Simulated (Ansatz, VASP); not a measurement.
**One calculation of Si, two programs**

INCAR

```
PREC = Accurate
ENCUT = 520
EDIFF = 1E-7
ISMEAR = -1
SIGMA = 0.05
LREAL = F
LASPH = T
NELM = 80
ALGO = Normal
ISIF = 2
LWAVE = F
LCHARG = T
GGA = PE
LELF = T
LVHAR = T
NBANDS = 8
```

Contents of KPOINTS:

```
Automatic mesh
0
Gamma
  18 18 18
```

Contents of POSCAR:

```
Si
1.0
    0.0000000000      1.5579682482      1.5579682482
    1.5579682482      0.0000000000      1.5579682482
    1.5579682482      1.5579682482      0.0000000000
Si
1
Direct
    0.0000000000      0.0000000000      0.0000000000
```

Input for Ansatz:

```yaml
crystal:
  lattice:
    - [0.0, 1.5579682482, 1.5579682482]
    - [1.5579682482, 0.0, 1.5579682482]
    - [1.5579682482, 1.5579682482, 0.0]
  atoms:
    - { symbol: Si, position: [0.0, 0.0, 0.0] }
kpoints:
  mp_grid: { grid: [18, 18, 18] }
scf:
  occupations: { method: fermi_dirac, width: 0.05 }
hamiltonian:
  xc: pbe
  pseudopotentials: { kind: all_electron, lapw: { basis_error: 0.001 } }
output:
  forces: true
  stress: true
  eigenvalues: true
  populations: true
```

Change from the starting cell: volume scaled by 0.52, LAPW.

Alike in both runs: task single point; functional PBE; k mesh 18 × 18 × 18; occupations fermi-dirac, width 0.05 eV; no spin polarisation.

|  | VASP | Ansatz |
| --- | --- | --- |
| version | VASP 6.6.1 | Ansatz 0.2.0 |
| potentials or method | VASP PAW PBE potentials, release 64 (Si), cutoff 520 eV | all-electron LAPW, scalar-relativistic |

VASP gave:

| Item | Value |
| --- | --- |
| pressure (GPa) | 226.0 |

Problem. Which values does Ansatz return?

Solution. Pressure (GPa): 227.2.

Both programs put the cell under a high pressure, so it lies far from rest at this level. Ansatz ran all-electron here, and VASP with PAW potentials.

Noted on VASP's run: the cell as given lies far from equilibrium.
